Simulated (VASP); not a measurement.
A run of VASP 6.6.1 is set up as follows.

INCAR

```
SYSTEM = Si16O
  PREC = Accurate
  ENCUT = 520
  EDIFF = 1E-6
  ISMEAR = -1
  SIGMA = 0.02
  LREAL = Auto
  LASPH = .True.
  NELM = 150
  ALGO = Normal
  ISIF = 2
  LWAVE = .False.
  LCHARG = .True.
  ISPIN = 2
  MAGMOM = 0 0 0 0 0 0 0 0 0 0 0 0 0 0 0 0 1
  LORBIT = 11
  GGA = PE
  LELF = .True.
  LVHAR = .True.
  NBANDS = 53
```

File KPOINTS:

```
regular mesh
0
Gamma
  2 2 2
  0 0 0
```

Contents of POSCAR:

```
Si16O
1.0
    0.0000000000      5.4300000000      5.4300000000
    5.4300000000      0.0000000000      5.4300000000
    5.4300000000      5.4300000000      0.0000000000
Si O
16 1
Direct
   -0.0334254144      0.0879189687     -0.0316758748
    0.1119705341      0.1518600368      0.0780662983
    0.0089134438     -0.0051565378      0.5150276243
    0.0904696133      0.1900644567      0.5981491713
   -0.0137661142      0.5464364641      0.0200644567
    0.1550828729      0.6738305709      0.0716206262
    0.0730570902      0.5463351750      0.4486187845
    0.1621086556      0.6132688766      0.6538581952
    0.4811325967      0.0677808471     -0.0744659300
    0.6018324125      0.1494935543      0.1248526703
    0.4418324125     -0.0030294659      0.4801933702
    0.6509852670      0.0994751381      0.5767127072
    0.5285819521      0.5192633517      0.0081767956
    0.6112062615      0.6659576427      0.1292173112
    0.5140976059      0.4947053407      0.4898066298
    0.6200920810      0.5976427256      0.6433517495
    0.8181583794      0.7028913444      0.4917127072
```

Potentials or basis: VASP PAW PBE potentials, release 64 (Si, O).

Run with:

```console
$ cat potpaw_PBE.64/Si/POTCAR potpaw_PBE.64/O/POTCAR > POTCAR
$ mpirun -np 1 vasp_std > vasp.out
```

(1) Predict the largest force.

(2) Predict the pressure.

## Answers

(1) 6.700 eV/Å.

(2) 4.6 GPa.

Caveat: the k points lie up to 0.50 Å⁻¹ apart; the atoms stand as in a frame of molecular dynamics.
